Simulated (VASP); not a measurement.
Wanted: the native input for a VASP 6.6.1 run.

| Quantity | Value |
| --- | --- |
| Task | single point |
| Functional | PBE |
| Potentials or basis | VASP PAW PBE potentials, release 64 (C) |
| Cutoff | 520 eV |
| k mesh | 13 × 13 × 13 |
| Occupations | gaussian, width 0.025 eV |
| Spin | no spin polarisation |
| Dipole correction | no |
| Further INCAR settings | ALGO = Normal; EDIFF = 1e-07; NBANDS = 11 |

The structure of C lies in POSCAR:

```
C
1.0
    0.0000000000      1.7833700000      1.7833700000
    1.7833700000      0.0000000000      1.7833700000
    1.7833700000      1.7833700000      0.0000000000
C
2
Direct
    0.7500000000      0.7500000000      0.7500000000
    0.5000000000      0.5000000000      0.5000000000
```

These files were run (other wordings do the same):

INCAR

```
SYSTEM = C
PREC = Accurate ; ENCUT = 520
EDIFF = 1E-7 ; ISMEAR = 0
SIGMA = 0.025 ; LREAL = .FALSE.
LASPH = .TRUE. ; NELM = 100
ALGO = Normal ; ISIF = 2
LWAVE = .FALSE. ; LCHARG = .FALSE.
GGA = PE ; NBANDS = 11
```

KPOINTS

```
regular mesh
0
G
  13 13 13
  0 0 0
```

Potentials or basis: VASP PAW PBE potentials, release 64 (C).

Run with:

```bash
$ cat potpaw_PBE.64/C/POTCAR > POTCAR
$ mpirun -np 1 vasp_std > vasp.out
```

Results of the run:

```
Pressure               : 2.5 GPa
Band gap on the k mesh : 4.14 eV, indirect (least direct gap 5.59 eV)
```

Run time: 5.6 s on 1 thread of Intel Xeon 6975P-C, with other jobs on the host, peak memory 0.12 GiB.
